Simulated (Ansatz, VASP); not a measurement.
Co12Si24B: VASP beside Ansatz

```
Co Si B
1.0
     0.00000    5.36029    5.36029
     5.36029    0.00000    5.36029
     8.04043    8.04043    0.00000
Co Si B
12 24 1
Direct
  0.01326 0.01536 0.99272
  0.99589 0.99619 0.33476
  0.99134 0.99106 0.65705
  0.00552 0.50772 0.00302
  0.00329 0.50287 0.33235
  0.00621 0.49008 0.67256
  0.50667 0.00655 0.00312
  0.50255 0.00383 0.33219
  0.48975 0.00633 0.67250
  0.50518 0.50750 0.00320
  0.50089 0.50111 0.33779
  0.50712 0.50693 0.66734
  0.37493 0.37568 0.25282
  0.13408 0.13484 0.08461
  0.38033 0.38064 0.58790
  0.12744 0.12771 0.41288
  0.37862 0.37966 0.91536
  0.09916 0.09941 0.73575
  0.36968 0.87470 0.25397
  0.13418 0.63953 0.08089
  0.37162 0.87086 0.58123
  0.12917 0.62273 0.42217
  0.38253 0.87996 0.91954
  0.13592 0.62465 0.75143
  0.87426 0.37019 0.25398
  0.63821 0.13560 0.08084
  0.87064 0.37187 0.58130
  0.62238 0.12944 0.42213
  0.87747 0.38456 0.91961
  0.62502 0.13557 0.75137
  0.87531 0.87592 0.24720
  0.63285 0.63349 0.08888
  0.86229 0.86299 0.58377
  0.63063 0.63106 0.41661
  0.87323 0.87439 0.91441
  0.62936 0.62948 0.75324
  0.20028 0.20102 0.79596
```

Alike in both runs: functional PBE; k mesh 1 × 1 × 1; occupations methfessel-paxton of order 1, width 0.1 eV; no spin polarisation.

Ansatz relaxed the structure, and its values are those at the end. VASP's run is a single point on that final structure, the one shown.

```csv
,VASP,Ansatz
version,VASP 6.6.1,Ansatz 0.2.0
potentials or method,"VASP PAW PBE potentials, release 64 (Co, Si, B), cutoff 520 eV",plane-wave PAW DFT
valence electrons in the cell,207,303
```

```tsv
	VASP	Ansatz	Ansatz less VASP
rms of the force components (eV/Å)	0.007	0.003	-0.0044
```

The functional is the same, so the differences come from potentials, cutoffs and numerics. VASP's potentials hold 207 valence electrons a cell and Ansatz's 303, so a difference there can come from the potentials and not from the codes.
